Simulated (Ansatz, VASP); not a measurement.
## ZnO in VASP and in Ansatz

```
CELL_PARAMETERS angstrom
3.18933 0.00000 0.00000
-1.59466 2.76204 0.00000
0.00000 0.00000 7.13044
ATOMIC_POSITIONS crystal
Zn 0.00000 0.00000 0.75000
Zn 0.00000 0.00000 0.25000
O 0.33333 0.66667 0.25000
O 0.66667 0.33333 0.75000
```

Change from the starting cell: strain -0.030 along x and y, +0.000 along z, atoms carried along.

Alike in both runs: task single point; functional LDA; k mesh 9 × 9 × 4; occupations gaussian, width 0.05 eV; no spin polarisation.

```csv
,VASP,Ansatz
version,VASP 6.6.1,Ansatz 0.2.0
potentials or method,"VASP PAW LDA potentials, release 64 (Zn, O), cutoff 520 eV","scalar-relativistic, plane waves, PAW"
valence electrons in the cell,36,36
```

VASP gave:

- gap on the k mesh at the Fermi level (eV): 0.78
- least direct gap on the mesh (eV): 0.78
- pressure (GPa): 1.4
- traceless stress, the component that is largest in VASP (GPa): -3.21

Question: What did Ansatz give for the same quantities?

Answer: gap on the k mesh at the Fermi level (eV): 0.76; least direct gap on the mesh (eV): 0.76; pressure (GPa): 0.3; traceless stress, the component that is largest in VASP (GPa): -2.05.

LDA's correlation is that of Perdew and Zunger in VASP and of Perdew and Wang (1992) in Ansatz.
